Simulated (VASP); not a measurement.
# MnO2 (P-3m1) in VASP: a series of runs

MnO2 is run at these levels: r2SCAN, RPBE+D4, PBEsol; tasks: single point.

Program: VASP 6.6.1. These are calculated values, not measurements. Logs are shortened: lines on timing, memory, paths and dates and some standing lists are left out, and cuts for length are marked.

## Step 1: The cell of the first run

It takes space group P-3m1 (No. 164, trigonal). The conventional cell has a = 2.857 Å, b = 2.857 Å, c = 4.601 Å, α = 90.00°, β = 90.00°, γ = 120.00°. Within 2.5 Å of Mn (site symmetry -3m) lie 6 O at 1.90 Å. O (site symmetry 3m) has 3 Mn at 1.90 Å within 2.5 Å.

## Step 2: Single point, r2SCAN, collinear spin, ferromagnetic start

The input, POSCAR:

```
MnO2
1.0
    2.8565781804      0.0000000000      0.0000000000
   -1.4282890902      2.4738692722      0.0000000000
    0.0000000000      0.0000000000      4.6013740589
Mn O
1 2
Direct
    0.0000000000      0.0000000000      0.5000000000
    0.3333333333      0.6666666667      0.7062925700
    0.6666666667      0.3333333333      0.2937074300
```

The input, INCAR.step1:

```
ALGO = Normal
EDIFF = 1E-4
ENCUT = 520
GGA = PE
ISMEAR = -1
ISPIN = 2
LASPH = T
LCHARG = F
LMAXMIX = 4
LREAL = F
LWAVE = T
MAGMOM = 4 0 0
NBANDS = 24
NELM = 150
PREC = Accurate
SIGMA = 0.05
```

The input, INCAR.step2:

```
ALGO = Normal
EDIFF = 1E-6
ENCUT = 520
ISIF = 2
ISMEAR = -1
ISPIN = 2
ISTART = 1
LASPH = T
LCHARG = F
LMAXMIX = 4
LMIXTAU = T
LORBIT = 11
LREAL = F
LWAVE = F
MAGMOM = 4 0 0
METAGGA = R2SCAN
NBANDS = 24
NELM = 150
PREC = Accurate
SIGMA = 0.05
```

The input, KPOINTS:

```
k-points
0
Gamma
  6 6 4
```

Potentials or basis: VASP PAW PBE potentials, release 64 (Mn_pv, O).

The run is started by

```
cat potpaw_PBE.64/Mn_pv/POTCAR potpaw_PBE.64/O/POTCAR > POTCAR
cp INCAR.step1 INCAR
mpirun -np 1 vasp_std > vasp.out
cp INCAR.step2 INCAR
mpirun -np 1 vasp_std > vasp.out
```

OUTCAR:

```text
EDIFF = 1E-6
   ENCUT = 520
   ISIF = 2
   ISMEAR = -1
   ISPIN = 2
   ISTART = 1
   LASPH = T
   LORBIT = 11
   LREAL = F
   METAGGA = R2SCAN
   NELM = 150
   PREC = Accurate

 ion  position               nearest neighbor table
   1  0.000  0.000  0.500-   2 1.90   3 1.90   3 1.90   2 1.90   3 1.90   2 1.90
   2  0.333  0.667  0.706-   1 1.90   1 1.90   1 1.90
   3  0.667  0.333  0.294-   1 1.90   1 1.90   1 1.90

  LATTYP: Found a hexagonal cell.
 ALAT       =     2.8565781804
 C/A-ratio  =     1.6107992739

  Lattice vectors:

 A1 = (   2.8565781804,   0.0000000000,   0.0000000000)
 A2 = (  -1.4282890902,   2.4738692722,   0.0000000000)
 A3 = (   0.0000000000,   0.0000000000,   4.6013740589)

Analysis of symmetry for initial positions (statically):
=====================================================================
 Subroutine PRICEL returns:
 Original cell was already a primitive cell.

 Routine SETGRP: Setting up the symmetry group for a
 hexagonal supercell.

 Subroutine GETGRP returns: Found 12 space group operations
 (whereof 12 operations were pure point group operations)
 out of a pool of 24 trial point group operations.

The static configuration has the point symmetry D_3d.

Analysis of symmetry for dynamics (positions and initial velocities):
=====================================================================
 Subroutine PRICEL returns:
 Original cell was already a primitive cell.

 Routine SETGRP: Setting up the symmetry group for a
 hexagonal supercell.

 Subroutine GETGRP returns: Found 12 space group operations
 (whereof 12 operations were pure point group operations)
 out of a pool of 24 trial point group operations.

The dynamic configuration has the point symmetry D_3d.

Analysis of structural, dynamic, and magnetic symmetry:
=====================================================================
 Subroutine PRICEL returns:
 Original cell was already a primitive cell.

 Routine SETGRP: Setting up the symmetry group for a
 hexagonal supercell.

 Subroutine GETGRP returns: Found 12 space group operations
 (whereof 12 operations were pure point group operations)
 out of a pool of 24 trial point group operations.

The overall configuration has the point symmetry D_3d.

 Subroutine INISYM returns: Found 12 space group operations
 (whereof 12 operations are pure point group operations),
 and found     1 'primitive' translations

----------------------------------------------------------------------------------------

                                     Primitive cell

  volume of cell :      32.5170

  direct lattice vectors                    reciprocal lattice vectors
     2.856578180  0.000000000  0.000000000     0.350069187  0.202112539  0.000000000
    -1.428289090  2.473869272  0.000000000     0.000000000  0.404225078  0.000000000
     0.000000000  0.000000000  4.601374059     0.000000000  0.000000000  0.217326387

  length of vectors
     2.856578180  2.856578180  4.601374059     0.404225078  0.404225078  0.217326387

  position of ions in fractional coordinates (direct lattice)
     0.000000000  0.000000000  0.500000000
     0.333333333  0.666666667  0.706292570
     0.666666667  0.333333333  0.293707430

  ion indices of the primitive-cell ions
   primitive index   ion index
                 1           1
                 2           2
                 3           3

----------------------------------------------------------------------------------------

 KPOINTS: k-points

Automatic generation of k-mesh.
 Grid dimensions read from file:
 generate k-points for:    6    6    4

 Generating k-lattice:

  Cartesian coordinates                     Fractional coordinates (reciprocal lattice)
     0.058344864  0.033685423  0.000000000     0.166666667  0.000000000  0.000000000
     0.000000000  0.067370846  0.000000000     0.000000000  0.166666667  0.000000000
     0.000000000  0.000000000  0.054331597     0.000000000  0.000000000  0.250000000

  Length of vectors
     0.067370846  0.067370846  0.054331597

  Shift w.r.t. Gamma in fractional coordinates (k-lattice)
     0.000000000  0.000000000  0.000000000

 Subroutine IBZKPT returns following result:
 ===========================================

 Found     24 irreducible k-points:

 Following reciprocal coordinates:
            Coordinates               Weight
  0.000000  0.000000  0.000000      1.000000
  0.166667  0.000000  0.000000      6.000000
  0.333333 -0.000000  0.000000      6.000000
  0.500000  0.000000  0.000000      3.000000
  0.166667  0.166667  0.000000      6.000000
  0.333333  0.166667  0.000000     12.000000
[... 16 lines left out ...]
  0.333333  0.166667  0.500000     12.000000
  0.333333  0.333333  0.500000      2.000000
   k-points           NKPTS =     24   k-points in BZ     NKDIM =     24   number of bands    NBANDS=     24
   number of dos      NEDOS =    301   number of ions     NIONS =      3
   total plane-waves  NPLWV =  20736
   dimension x,y,z NGX =    24 NGY =   24 NGZ =   36
   dimension x,y,z NGXF=    48 NGYF=   48 NGZF=   72
   ions per type =               1   2
   NGX,Y,Z   is equivalent  to a cutoff of  13.97, 13.97, 13.01 a.u.
   NGXF,Y,Z  is equivalent  to a cutoff of  27.93, 27.93, 26.01 a.u.
 SYSTEM =  unknown system
   PREC   = accura    normal or accurate (medium, high low for compatibility)
   ISTART =      1    job   : 0-new  1-cont  2-samecut
   ICHARG =      0    charge: 1-file 2-atom 10-const
   ISPIN  =      2    spin polarized calculation?
   LNONCOLLINEAR =      F non collinear calculations
   LSORBIT =      F    spin-orbit coupling
   LASPH  =      T    aspherical Exc in radial PAW
   ENCUT  =  520.0 eV  38.22 Ry    6.18 a.u.   5.31  5.31  8.56*2*pi/ulx,y,z
   NELM   =    150;   NELMIN=  2; NELMDL=  0     # of ELM steps
   EDIFF  = 0.1E-05   stopping-criterion for ELM
   LREAL  =      F    real-space projection
[... 7 lines left out ...]
   TEBEG  =    0.0;   TEEND  =   0.0 temperature during run
   PSTRESS=    0.0 pullay stress
   NELECT =      25.0000    total number of electrons
   NUPDOWN=      -1.0000    fix difference up-down
   EMIN   =  10.00;   EMAX   =-10.00  energy-range for DOS
   EFERMI =   0.00;   METHOD = LEGACY
   ISMEAR =    -1;   SIGMA  =   0.05  broadening in eV -4-tet -1-fermi 0-gaus
   EFERMI_NEDOS =   21; number of points for ismear=-14 and -15
   IALGO  =     38    algorithm
   IMIX   =      4    mixing-type and parameters
     AMIX     =   0.40;   BMIX     =  1.00
     AMIX_MAG =   1.60;   BMIX_MAG =  1.00
  volume/ion in A,a.u.               =      10.84        73.15
  Fermi-wavevector in a.u.,A,eV,Ry     =   1.499747  2.834111 30.602787  2.249241
  Thomas-Fermi vector in A             =   2.611337
   LORBIT       =     11    0 simple, 1 ext, 2 COOP (PROOUT), +10 PAW based schemes
   METAGGA = R2SCAN    functional components
   LHFCALC =     F    Hartree Fock is set to
   AEXX    =    0.0000 exact exchange contribution
   IVDW    =     0    specifies the selected vdW correction
   LEPSILON=     F    determine dielectric tensor
   LRPA    =     F    only Hartree local field effects (RPA)
 spin polarized calculation
  energy-cutoff  :      520.00
  volume of cell :       32.52
 maximum number of plane-waves:       885
 NGX is ok and might be reduce to    24
   NGX = 11   NGY = 11   NGZ = 17

 number of electron      24.9999997 magnetization       2.9999998

 Free energy of the ion-electron system (eV)
  ---------------------------------------------------
  ext. energy  EPLUGINS =         0.00000000
  ---------------------------------------------------
  free energy    TOTEN  =       -32.53190773 eV

  energy without entropy =      -32.53190773  energy(sigma->0) =      -32.53190773

 E-fermi :   3.4569     XC(G=0): -11.5620

 val. band max:        2.5055195901   @ k =   0.1667   0.0000   0.5000
 cond. band min:       4.4169276042   @ k =   0.0000   0.0000   0.5000
 fundamental gap:      1.9114080141
 Fermi energy:         3.4569079919

 spin component 1

 k-point     1 :       0.0000    0.0000    0.0000
  band No.  band energies     occupation
      1     -49.7495      1.00000
      2     -49.7224      1.00000
      3     -49.7223      1.00000
      4     -17.7252      1.00000
      5     -15.4311      1.00000
      6      -3.7636      1.00000
[... 16 lines left out ...]
     23      26.0535      0.00000
     24      27.6715      0.00000
[... 597 lines left out ...]
      1     -49.8304      1.00000
      2     -49.8303      1.00000
      3     -49.7196      1.00000
      4     -15.9456      1.00000
      5     -15.9456      1.00000
      6      -3.3789      1.00000
[... 16 lines left out ...]
     23      25.0244      0.00000
     24      26.2240      0.00000
 Fermi energy:         3.4569079919

 spin component 2

 k-point     1 :       0.0000    0.0000    0.0000
  band No.  band energies     occupation
      1     -45.6255      1.00000
      2     -45.6254      1.00000
      3     -45.4303      1.00000
      4     -17.6659      1.00000
      5     -15.3837      1.00000
      6      -2.6216      1.00000
[... 16 lines left out ...]
     23      28.6779      0.00000
     24      28.7788      0.00000
[... 598 lines left out ...]
      2     -45.7613      1.00000
      3     -45.3886      1.00000
      4     -15.8819      1.00000
      5     -15.8819      1.00000
      6      -2.5124      1.00000
[... 16 lines left out ...]
     23      25.9686      0.00000
     24      28.2955      0.00000

------------------------ aborting loop because EDIFF is reached ----------------------------------------

  FORCE on cell =-STRESS in cart. coord.  units (eV):
  Direction    XX          YY          ZZ          XY          YZ          ZX
  --------------------------------------------------------------------------------------
  -------------------------------------------------------------------------------------
  Total        0.0890996      0.0890996      0.0342027      0.0000000     -0.0000000      0.0000000
  in kB        4.3901148      4.3901148      1.6852354      0.0000000     -0.0000000      0.0000000
  external PRESSURE =       3.4884884 kB  Pullay stress =       0.0000000 kB

 VOLUME and BASIS-vectors are now :
 -----------------------------------------------------------------------------
  energy-cutoff  :      520.00
  volume of cell :       32.52
      direct lattice vectors                 reciprocal lattice vectors
     2.856578180  0.000000000  0.000000000     0.350069187  0.202112539  0.000000000
    -1.428289090  2.473869272  0.000000000     0.000000000  0.404225078  0.000000000
     0.000000000  0.000000000  4.601374059     0.000000000  0.000000000  0.217326387

 POSITION                                       TOTAL-FORCE (eV/Angst)
 -----------------------------------------------------------------------------------
      0.00000      0.00000      2.30069        -0.000000      0.000000      0.000000
     -0.00000      1.64925      3.24992         0.000000      0.000000      0.003975
      1.42829      0.82462      1.35146        -0.000000      0.000000     -0.003975
 -----------------------------------------------------------------------------------
    total drift:                               -0.000000      0.000000      0.000000

  FREE ENERGIE OF THE ION-ELECTRON SYSTEM (eV)
  ---------------------------------------------------
  free  energy   TOTEN  =       -32.5319077320 eV

  energy  without entropy=      -32.5319077315  energy(sigma->0) =      -32.53190773

 total charge

# of ion       s       p       d       tot
------------------------------------------
    1        0.383   6.467   4.862  11.712
    2        1.586   3.447   0.000   5.033
    3        1.586   3.447   0.000   5.033
--------------------------------------------------
tot          3.556  13.361   4.862  21.778

 magnetization (x)

# of ion       s       p       d       tot
------------------------------------------
    1        0.030   0.039   2.866   2.935
    2        0.004   0.002   0.000   0.006
    3        0.004   0.002   0.000   0.006
--------------------------------------------------
tot          0.038   0.044   2.866   2.947
```

Wall time 3.3 min (1 thread of AMD EPYC 7R13 (Zen 3), shared host); peak memory 0.16 GiB.

What came out:

| Property | Result |
| --- | --- |
| Free energy | -32.5319 eV |
| Pressure | 0.3 GPa |
| Largest force | 0.004 eV/Å |
| Band gap on the k mesh | 1.91 eV, indirect (least direct gap 1.99 eV) |
| Net moment | 3.00 μB per cell |
| Site moments | Mn +2.94; O +0.01 μB |
| Valence electrons inside the program's atomic spheres | Mn 11.71; O 5.03 |

Forces in eV/Å, atoms in the order of the input:
```
Mn   0.000  0.000  0.000
O    0.000  0.000  0.004
O    0.000  0.000 -0.004
```

Caveat: the k points lie up to 0.42 Å⁻¹ apart; the PAW data sets were made with another functional, which shifts forces and pressure a little; a cell with one magnetic atom can't hold antiferromagnetic order, which such compounds often take.

## Step 3: Single point, RPBE+D4, collinear spin, ferromagnetic start

This run uses another cell than the first one, of 10.61 Å³/atom, 0.979 times its volume.

The input, INCAR:

```
PREC = Accurate
ENCUT = 520
EDIFF = 1E-6
ISMEAR = -1
SIGMA = 0.05
LREAL = False
LASPH = True
NELM = 150
ALGO = Normal
ISIF = 2
LWAVE = False
LCHARG = False
ISPIN = 2
MAGMOM = 4 0 0
LORBIT = 11
LMAXMIX = 4
GGA = RP
IVDW = 13
NBANDS = 24
```

The input, KPOINTS:

```
Automatic mesh
0
Gamma
  11 11 6
```

The input, POSCAR:

```
MnO2
1.0
    2.8729845172      0.0000000000      0.0000000000
   -1.4364922586      2.4880775766      0.0000000000
    0.0000000000      0.0000000000      4.4544300390
Mn O
1 2
Direct
    0.0000000000      0.0000000000      0.5000000000
    0.3333333333      0.6666666667      0.7151806205
    0.6666666667      0.3333333333      0.2848193795
```

Potentials or basis: VASP PAW PBE potentials, release 64 (Mn_pv, O).

The run is started by

```
cat potpaw_PBE.64/Mn_pv/POTCAR potpaw_PBE.64/O/POTCAR > POTCAR
mpirun -np 1 vasp_std > vasp.out
```

Wall time 68 s (1 thread of Intel Xeon Platinum 8488C (Sapphire Rapids), shared host); peak memory 0.23 GiB.

The run converged. Its results:

* Free energy: -23.8210 eV
* Pressure: 1.0 GPa
* Largest force: 0.090 eV/Å
* Band gap on the k mesh: 0.96 eV, indirect (least direct gap 1.04 eV)
* Net moment: 3.00 μB per cell
* Site moments: Mn +2.87; O +0.03 μB
* Valence electrons inside the program's atomic spheres: Mn 11.69; O 5.00
* Dispersion energy per atom: -0.400 eV

Forces on the atoms (eV/Å):
```
Mn   0.000  0.000  0.000
O    0.000  0.000  0.090
O    0.000  0.000 -0.090
```

Stress tensor (GPa, compression positive):
```
1.24 0.00 0.00
0.00 1.24 0.00
0.00 0.00 0.64
```

Levels at points of the mesh, in eV from the valence-band top:
Spin up:
```tsv
k point	band 12	band 13	band 14	band 15	band 16	band 17
(0.00, 0.00, 0.00)	-1.30	-0.89	-0.44	2.81	2.81	7.39
(0.00, 0.00, 0.50)	-1.37	-1.37	-0.08	2.89	2.89	9.61
```
Spin down:
| k point | band 7 | band 8 | band 9 | band 10 | band 11 | band 12 | band 13 | band 14 | band 15 | band 16 |
| --- | --- | --- | --- | --- | --- | --- | --- | --- | --- | --- |
| (0.00, 0.00, 0.00) | -4.87 | -4.87 | -1.27 | -1.27 | -0.75 | 0.97 | 0.97 | 2.49 | 4.12 | 4.12 |
| (0.00, 0.00, 0.50) | -4.84 | -4.30 | -2.29 | -1.34 | -1.34 | 0.96 | 0.96 | 2.62 | 4.19 | 4.19 |

Caveat: the PAW data sets were made with another functional, which shifts forces and pressure a little; a cell with one magnetic atom can't hold antiferromagnetic order, which such compounds often take. RPBE gaps usually lie below the measured ones, often by a third to a half.

[end of part 1 of 2]
